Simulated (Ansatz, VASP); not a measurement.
**SiO2: VASP beside Ansatz**

POSCAR

```
SiO2
1.0
    4.1014850227      0.0000000000      0.0000000000
    0.0000000000      4.1014850227      0.0000000000
    0.0000000000      0.0000000000      2.6980205547
Si O
2 4
Direct
    0.0000000000      0.0000000000      0.0000000000
    0.5000000000      0.5000000000      0.5000000000
    0.3043210743      0.3043210743      0.0000000000
    0.1956789257      0.8043210743      0.5000000000
    0.8043210743      0.1956789257      0.5000000000
    0.6956789257      0.6956789257      0.0000000000
```

INCAR.step1

```
SYSTEM = SiO2
PREC = Accurate
ENCUT = 520
ISMEAR = 0
SIGMA = 0.01
LREAL = .False.
LASPH = .True.
NELM = 100
NBANDS = 25
GGA = PE
ALGO = Normal
EDIFF = 1E-4
LWAVE = .True.
LCHARG = .False.
```

The input INCAR.step2:

```
SYSTEM = SiO2
PREC = Accurate
ENCUT = 520
EDIFF = 1E-7
ISMEAR = 0
SIGMA = 0.01
LREAL = .False.
LASPH = .True.
NELM = 100
ALGO = Normal
ISIF = 2
LWAVE = .False.
LCHARG = .True.
METAGGA = R2SCAN
LMIXTAU = .True.
LELF = .True.
LVHAR = .True.
NBANDS = 25
ISTART = 1
```

KPOINTS

```
regular mesh
0
Gamma
  6 6 10
  0 0 0
```

Input for Ansatz:

```yaml
crystal:
  lattice:
    - [4.1014850227, 0.0, 0.0]
    - [0.0, 4.1014850227, 0.0]
    - [0.0, 0.0, 2.6980205547]
  atoms:
    - { symbol: Si, position: [0.0, 0.0, 0.0] }
    - { symbol: Si, position: [0.5, 0.5, 0.5] }
    - { symbol: O, position: [0.3043210743, 0.3043210743, 0.0] }
    - { symbol: O, position: [0.1956789257, 0.8043210743, 0.5] }
    - { symbol: O, position: [0.8043210743, 0.1956789257, 0.5] }
    - { symbol: O, position: [0.6956789257, 0.6956789257, 0.0] }
kpoints:
  mp_grid: { grid: [6, 6, 10] }
  band_path:
    path:
      - [0.0, 0.0, 0.0]
      - [0.0, 0.5, 0.0]
      - [0.5, 0.5, 0.0]
      - [0.0, 0.0, 0.5]
      - [0.0, 0.5, 0.5]
      - [0.5, 0.5, 0.5]
    npoints: 1
hamiltonian:
  xc: r2scan
scf:
  occupations: { method: fixed }
  n_extra_bands: 5
output:
  forces: true
  stress: true
  eigenvalues: true
```

Change from the starting cell: epitaxial_xy strain -2.0%.

Alike in both runs: task single point; functional r2SCAN; k mesh 6 × 6 × 10; no spin polarisation.

|  | VASP | Ansatz |
| --- | --- | --- |
| version | VASP 6.6.1 | Ansatz 0.2.0 |
| potentials or method | VASP PAW PBE potentials, release 64 (Si, O) | plane waves, PAW |
| plane-wave cutoff (eV) | 520 | 500 |
| occupations | gaussian, width 0.01 eV | fixed |
| valence electrons in the cell | 32 | 32 |

VASP gave:

| Item | Value |
| --- | --- |
| gap on the k mesh at the Fermi level (eV) | 6.88 |
| pressure (GPa) | 8.9 |
| traceless stress, the component that is largest in VASP (GPa) | -7.96 |
| rms of the force components (eV/Å) | 0.006 |

Task: Estimate Ansatz's values.

Result: gap on the k mesh at the Fermi level (eV): 6.88; pressure (GPa): 8.4; traceless stress, the component that is largest in VASP (GPa): -8.44; rms of the force components (eV/Å): 0.001.

VASP's potentials were made for PBE, not for r2SCAN. Atom by atom the forces differ by 0.005 eV/Å (rms over components).
